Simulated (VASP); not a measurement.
Runs of VASP 6.6.1 on I. The structure is that of space group I4/mmm (No. 139), or close to it. The cells are those of the table. 

| cell | gap on the mesh (eV) | pressure (GPa) |
| --- | --- | --- |
| a = 5.056 Å, angles 143.9, 143.9, 52.0°, 1 atom | none | 1.0 |
| a = 4.670 Å, angles 138.3, 138.3, 60.5°, 1 atom | none | (a) |
| a = 4.525 Å, angles 135.7, 135.7, 64.5°, 1 atom | none | -4.0 |
| a = 5.275 Å, angles 146.5, 146.5, 48.2°, 1 atom | none | 4.0 |

Alike in all rows: task single point; level PBEsol; potentials or basis VASP PAW PBE potentials, release 64 (I); no spin polarisation; k mesh 22 × 22 × 22; cutoff (eV) 520; smearing gaussian 0.15 eV.

Question: Estimate the missing entries.

Answer: (a) -3.0.

Caveats: the PAW data sets were made with another functional, which shifts forces and pressure a little; spin-orbit coupling is left out, which moves the levels of the heavy elements; an odd number of electrons without spin polarisation forces a metal; a magnetic or distorted state may lie lower; the cell stands under tension (at least some runs); the cell stands under pressure (at least some runs).

A k mesh can miss the band edges, and the runs leave out spin-orbit coupling on I.

A gap of «none» marks levels without a gap at the run's occupations.
